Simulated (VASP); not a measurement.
# WS2 in VASP: notebook

The runs below take WS2 through single point, with r2SCAN.

Program: VASP 6.6.1. These are calculated values, not measurements. Logs are shortened: lines on timing, memory, paths and dates and some standing lists are left out, and cuts for length are marked.

## 1. The cell of the first run

The cell holds a slab with vacuum, 6 atoms: a = 3.183 Å, b = 3.183 Å, c = 23.669 Å, α = 90.00°, β = 90.00°, γ = 120.00°.

## 2. Single point, r2SCAN

Input file POSCAR:

```
WS2
1.0
    3.1832085602      0.0000000000      0.0000000000
   -1.5916042801      2.7567394786      0.0000000000
    0.0000000000      0.0000000000     23.6687632500
W S
2 4
Direct
    0.3333333300      0.6666666700      0.6373175400
    0.6666666700      0.3333333300      0.3626824600
    0.3333333300      0.6666666700      0.2968161100
    0.6666666700      0.3333333300      0.5714418300
    0.3333333300      0.6666666700      0.4285581700
    0.6666666700      0.3333333300      0.7031838900
```

Input file INCAR.step1:

```
SYSTEM = WS2
PREC = Accurate
ENCUT = 520
ISMEAR = 0
SIGMA = 0.1
LREAL = .False.
LASPH = .True.
NELM = 60
NBANDS = 35
GGA = PE
ALGO = Normal
EDIFF = 1E-4
LWAVE = .True.
LCHARG = .False.
```

Input file INCAR.step2:

```
SYSTEM = WS2
PREC = Accurate
ENCUT = 520
EDIFF = 1E-7
ISMEAR = 0
SIGMA = 0.1
LREAL = .False.
LASPH = .True.
NELM = 60
ALGO = Normal
ISIF = 2
LWAVE = .False.
LCHARG = .False.
METAGGA = R2SCAN
LMIXTAU = .True.
NBANDS = 35
ISTART = 1
```

Input file KPOINTS:

```
regular mesh
0
Gamma
  6 6 1
  0 0 0
```

Potentials or basis: VASP PAW PBE potentials, release 64 (W_sv, S).

On the command line:

```bash
$ cat potpaw_PBE.64/W_sv/POTCAR potpaw_PBE.64/S/POTCAR > POTCAR
$ cp INCAR.step1 INCAR
$ mpirun -np 1 vasp_std > vasp.out
$ cp INCAR.step2 INCAR
$ mpirun -np 1 vasp_std > vasp.out
```

OUTCAR:

```text
SYSTEM = WS2
   PREC = Accurate
   ENCUT = 520
   EDIFF = 1E-7
   ISMEAR = 0
   LREAL = .False.
   LASPH = .True.
   NELM = 60
   ISIF = 2
   METAGGA = R2SCAN
   ISTART = 1

 ion  position               nearest neighbor table
   1  0.333  0.667  0.637-   6 2.41   6 2.41   6 2.41   4 2.41   4 2.41   4 2.41
   2  0.667  0.333  0.363-   3 2.41   3 2.41   3 2.41   5 2.41   5 2.41   5 2.41
   3  0.333  0.667  0.297-   2 2.41   2 2.41   2 2.41
   4  0.667  0.333  0.571-   1 2.41   1 2.41   1 2.41
   5  0.333  0.667  0.429-   2 2.41   2 2.41   2 2.41
   6  0.667  0.333  0.703-   1 2.41   1 2.41   1 2.41

  LATTYP: Found a hexagonal cell.
 ALAT       =     3.1832085602
 C/A-ratio  =     7.4355050266

  Lattice vectors:

 A1 = (   3.1832085602,   0.0000000000,   0.0000000000)
 A2 = (  -1.5916042801,   2.7567394786,   0.0000000000)
 A3 = (   0.0000000000,   0.0000000000,  23.6687632500)

Analysis of symmetry for initial positions (statically):
=====================================================================
 Subroutine PRICEL returns:
 Original cell was already a primitive cell.

 Routine SETGRP: Setting up the symmetry group for a
 hexagonal supercell.

 Subroutine GETGRP returns: Found 12 space group operations
 (whereof 12 operations were pure point group operations)
 out of a pool of 24 trial point group operations.

The static configuration has the point symmetry D_3d.

Analysis of symmetry for dynamics (positions and initial velocities):
=====================================================================
 Subroutine PRICEL returns:
 Original cell was already a primitive cell.

 Routine SETGRP: Setting up the symmetry group for a
 hexagonal supercell.

 Subroutine GETGRP returns: Found 12 space group operations
 (whereof 12 operations were pure point group operations)
 out of a pool of 24 trial point group operations.

The dynamic configuration has the point symmetry D_3d.

 Subroutine INISYM returns: Found 12 space group operations
 (whereof 12 operations are pure point group operations),
 and found     1 'primitive' translations

----------------------------------------------------------------------------------------

                                     Primitive cell

  volume of cell :     207.6999

  direct lattice vectors                    reciprocal lattice vectors
     3.183208560  0.000000000  0.000000000     0.314148439  0.181373686  0.000000000
    -1.591604280  2.756739479  0.000000000     0.000000000  0.362747372  0.000000000
     0.000000000  0.000000000 23.668763250     0.000000000  0.000000000  0.042249778

  length of vectors
     3.183208560  3.183208560 23.668763250     0.362747372  0.362747372  0.042249778

  position of ions in fractional coordinates (direct lattice)
     0.333333330  0.666666670  0.637317540
     0.666666670  0.333333330  0.362682460
     0.333333330  0.666666670  0.296816110
     0.666666670  0.333333330  0.571441830
     0.333333330  0.666666670  0.428558170
     0.666666670  0.333333330  0.703183890

  ion indices of the primitive-cell ions
   primitive index   ion index
                 1           1
                 2           2
                 3           3
                 4           4
                 5           5
                 6           6

----------------------------------------------------------------------------------------

 KPOINTS: regular mesh

Automatic generation of k-mesh.
 Grid dimensions read from file:
 generate k-points for:    6    6    1

 Generating k-lattice:

  Cartesian coordinates                     Fractional coordinates (reciprocal lattice)
     0.052358073  0.030228948  0.000000000     0.166666667  0.000000000  0.000000000
     0.000000000  0.060457895  0.000000000     0.000000000  0.166666667  0.000000000
     0.000000000  0.000000000  0.042249778     0.000000000  0.000000000  1.000000000

  Length of vectors
     0.060457895  0.060457895  0.042249778

  Shift w.r.t. Gamma in fractional coordinates (k-lattice)
     0.000000000  0.000000000  0.000000000

 Subroutine IBZKPT returns following result:
 ===========================================

 Found      7 irreducible k-points:

 Following reciprocal coordinates:
            Coordinates               Weight
  0.000000  0.000000  0.000000      1.000000
  0.166667 -0.000000  0.000000      6.000000
  0.333333 -0.000000  0.000000      6.000000
  0.500000 -0.000000  0.000000      3.000000
  0.166667  0.166667  0.000000      6.000000
  0.333333  0.166667  0.000000     12.000000
  0.333333  0.333333  0.000000      2.000000
   k-points           NKPTS =      7   k-points in BZ     NKDIM =      7   number of bands    NBANDS=     35
   number of dos      NEDOS =    301   number of ions     NIONS =      6
   total plane-waves  NPLWV = 103680
   dimension x,y,z NGX =    24 NGY =   24 NGZ =  180
   dimension x,y,z NGXF=    48 NGYF=   48 NGZF=  360
   ions per type =               2   4
   NGX,Y,Z   is equivalent  to a cutoff of  12.53, 12.53, 12.64 a.u.
   NGXF,Y,Z  is equivalent  to a cutoff of  25.07, 25.07, 25.29 a.u.
 SYSTEM =  WS2
   PREC   = accura    normal or accurate (medium, high low for compatibility)
   ISTART =      1    job   : 0-new  1-cont  2-samecut
   ICHARG =      0    charge: 1-file 2-atom 10-const
   ISPIN  =      1    spin polarized calculation?
   LNONCOLLINEAR =      F non collinear calculations
   LSORBIT =      F    spin-orbit coupling
   LASPH  =      T    aspherical Exc in radial PAW
   ENCUT  =  520.0 eV  38.22 Ry    6.18 a.u.   5.92  5.92 44.01*2*pi/ulx,y,z
   NELM   =     60;   NELMIN=  2; NELMDL=  0     # of ELM steps
   EDIFF  = 0.1E-06   stopping-criterion for ELM
   LREAL  =      F    real-space projection
   EDIFFG = 0.1E-05   stopping-criterion for IOM
   NSW    =      0    number of steps for IOM
   IBRION =     -1    ionic relax: 0-MD 1-quasi-New 2-CG
   NFREE  =      0    steps in history (QN), initial steepest desc. (CG)
   ISIF   =      2    stress and relaxation
   ISYM   =      2    0-nonsym 1-usesym 2-fastsym
   POTIM  = 0.5000    time-step for ionic-motion
   TEBEG  =    0.0;   TEEND  =   0.0 temperature during run
   PSTRESS=    0.0 pullay stress
   NELECT =      52.0000    total number of electrons
   NUPDOWN=      -1.0000    fix difference up-down
   EMIN   =  10.00;   EMAX   =-10.00  energy-range for DOS
   EFERMI =   0.00;   METHOD = LEGACY
   ISMEAR =     0;   SIGMA  =   0.10  broadening in eV -4-tet -1-fermi 0-gaus
   EFERMI_NEDOS =   21; number of points for ismear=-14 and -15
   IALGO  =     38    algorithm
   IMIX   =      4    mixing-type and parameters
     AMIX     =   0.40;   BMIX     =  1.00
     AMIX_MAG =   1.60;   BMIX_MAG =  1.00
  volume/ion in A,a.u.               =      34.62       233.60
  Fermi-wavevector in a.u.,A,eV,Ry     =   1.031804  1.949827 14.485024  1.064619
  Thomas-Fermi vector in A             =   2.165970
   LORBIT       =      0    0 simple, 1 ext, 2 COOP (PROOUT), +10 PAW based schemes
   METAGGA = R2SCAN    functional components
   LHFCALC =     F    Hartree Fock is set to
   AEXX    =    0.0000 exact exchange contribution
   IVDW    =     0    specifies the selected vdW correction
   LEPSILON=     F    determine dielectric tensor
   LRPA    =     F    only Hartree local field effects (RPA)
 non-spin polarized calculation
 Gauss-broadening in eV      SIGMA  =   0.10
  energy-cutoff  :      520.00
  volume of cell :      207.70
 maximum number of plane-waves:      5628
 NGX is ok and might be reduce to    24
   NGX = 11   NGY = 11   NGZ = 89

 number of electron      52.0000000 magnetization

 Free energy of the ion-electron system (eV)
  ---------------------------------------------------
  ext. energy  EPLUGINS =         0.00000000
  ---------------------------------------------------
  free energy    TOTEN  =      -140.11765329 eV

  energy without entropy =     -140.11765329  energy(sigma->0) =     -140.11765329

 E-fermi :   1.4399     XC(G=0):  -6.3580

 val. band max:        0.8796819065   @ k =   0.0000   0.0000   0.0000
 cond. band min:       2.4566184020   @ k =   0.3333   0.3333   0.0000
 fundamental gap:      1.5769364955
 Fermi energy:         1.4399412512

 k-point     1 :       0.0000    0.0000    0.0000
  band No.  band energies     occupation
      1     -75.4173      2.00000
      2     -75.4173      2.00000
      3     -39.0062      2.00000
      4     -39.0062      2.00000
      5     -38.8505      2.00000
      6     -38.8505      2.00000
[... 27 lines left out ...]
     34       3.8022      0.00000
     35       6.1774      0.00000

 k-point     2 :       0.1667   -0.0000    0.0000
  band No.  band energies     occupation
      1     -75.4125      2.00000
      2     -75.4125      2.00000
      3     -38.9895      2.00000
      4     -38.9895      2.00000
      5     -38.9411      2.00000
      6     -38.9411      2.00000
[... 27 lines left out ...]
     34       4.3710      0.00000
     35       6.8821      0.00000

 k-point     3 :       0.3333   -0.0000    0.0000
  band No.  band energies     occupation
      1     -75.4030      2.00000
      2     -75.4030      2.00000
      3     -39.1181      2.00000
      4     -39.1181      2.00000
      5     -38.9558      2.00000
      6     -38.9558      2.00000
[... 27 lines left out ...]
     34       5.3257      0.00000
     35       7.6064      0.00000

 k-point     4 :       0.5000   -0.0000    0.0000
  band No.  band energies     occupation
      1     -75.3982      2.00000
      2     -75.3982      2.00000
      3     -39.2047      2.00000
      4     -39.2047      2.00000
      5     -38.9389      2.00000
      6     -38.9389      2.00000
[... 27 lines left out ...]
     34       5.6157      0.00000
     35       5.9748      0.00000

 k-point     5 :       0.1667    0.1667    0.0000
  band No.  band energies     occupation
      1     -75.4054      2.00000
      2     -75.4054      2.00000
      3     -39.0576      2.00000
      4     -39.0576      2.00000
      5     -38.9643      2.00000
      6     -38.9643      2.00000
[... 27 lines left out ...]
     34       5.4828      0.00000
     35       7.9307      0.00000

 k-point     6 :       0.3333    0.1667    0.0000
  band No.  band energies     occupation
      1     -75.3982      2.00000
      2     -75.3982      2.00000
      3     -39.1605      2.00000
      4     -39.1605      2.00000
      5     -38.9800      2.00000
      6     -38.9800      2.00000
[... 27 lines left out ...]
     34       5.8938      0.00000
     35       7.1739      0.00000

 k-point     7 :       0.3333    0.3333    0.0000
  band No.  band energies     occupation
      1     -75.3958      2.00000
      2     -75.3958      2.00000
      3     -39.1156      2.00000
      4     -39.1156      2.00000
      5     -39.0802      2.00000
      6     -39.0802      2.00000
[... 27 lines left out ...]
     34       6.4055      0.00000
     35       7.6351      0.00000

------------------------ aborting loop because EDIFF is reached ----------------------------------------

  FORCE on cell =-STRESS in cart. coord.  units (eV):
  Direction    XX          YY          ZZ          XY          YZ          ZX
  --------------------------------------------------------------------------------------
  -------------------------------------------------------------------------------------
  Total        0.0174734      0.0174734      0.0810666     -0.0000000      0.0000000      0.0000000
  in kB        0.1347882      0.1347882      0.6253403     -0.0000000      0.0000000      0.0000000
  external PRESSURE =       0.2983055 kB  Pullay stress =       0.0000000 kB

 VOLUME and BASIS-vectors are now :
 -----------------------------------------------------------------------------
  energy-cutoff  :      520.00
  volume of cell :      207.70
      direct lattice vectors                 reciprocal lattice vectors
     3.183208560  0.000000000  0.000000000     0.314148439  0.181373686  0.000000000
    -1.591604280  2.756739479  0.000000000     0.000000000  0.362747372  0.000000000
     0.000000000  0.000000000 23.668763250     0.000000000  0.000000000  0.042249778

 POSITION                                       TOTAL-FORCE (eV/Angst)
 -----------------------------------------------------------------------------------
     -0.00000      1.83783     15.08452         0.000000      0.000000      0.008492
      1.59160      0.91891      8.58425         0.000000      0.000000     -0.008492
     -0.00000      1.83783      7.02527         0.000000      0.000000     -0.013835
      1.59160      0.91891     13.52532        -0.000000      0.000000     -0.017947
     -0.00000      1.83783     10.14344         0.000000     -0.000000      0.017947
      1.59160      0.91891     16.64349         0.000000      0.000000      0.013835
 -----------------------------------------------------------------------------------
    total drift:                                0.000000     -0.000000      0.000000

  FREE ENERGIE OF THE ION-ELECTRON SYSTEM (eV)
  ---------------------------------------------------
  free  energy   TOTEN  =      -140.1176532937 eV

  energy  without entropy=     -140.1176532937  energy(sigma->0) =     -140.11765329
```

Wall time 6.8 min (1 thread of Intel Xeon Platinum 8259CL at 2.50GHz (Skylake/Cascade Lake), shared host); peak memory 0.36 GiB.

Results:

- Free energy: -140.1177 eV
- Largest force: 0.018 eV/Å
- Band gap on the k mesh: 1.58 eV, indirect (least direct gap 1.89 eV)

Forces in eV/Å, atoms in the order of the input:
```
W    0.000  0.000  0.008
W    0.000  0.000 -0.008
S    0.000  0.000 -0.014
S    0.000  0.000 -0.018
S    0.000  0.000  0.018
S    0.000  0.000  0.014
```

Levels at points of the mesh, in eV from the valence-band top:
| k point | band 22 | band 23 | band 24 | band 25 | band 26 | band 27 | band 28 | band 29 | band 30 | band 31 |
| --- | --- | --- | --- | --- | --- | --- | --- | --- | --- | --- |
| (0.00, 0.00, 0.00) | -2.12 | -2.10 | -2.10 | -0.49 | 0.00 | 2.74 | 2.74 | 2.74 | 2.74 | 2.88 |
| (0.50, 0.00, 0.00) | -2.58 | -1.79 | -1.74 | -1.34 | -1.29 | 2.66 | 2.68 | 3.09 | 3.17 | 3.93 |

Caveat: the PAW data sets were made with another functional, which shifts forces and pressure a little; spin-orbit coupling is left out, which moves the levels of the heavy elements.

[end of part 1 of 2]
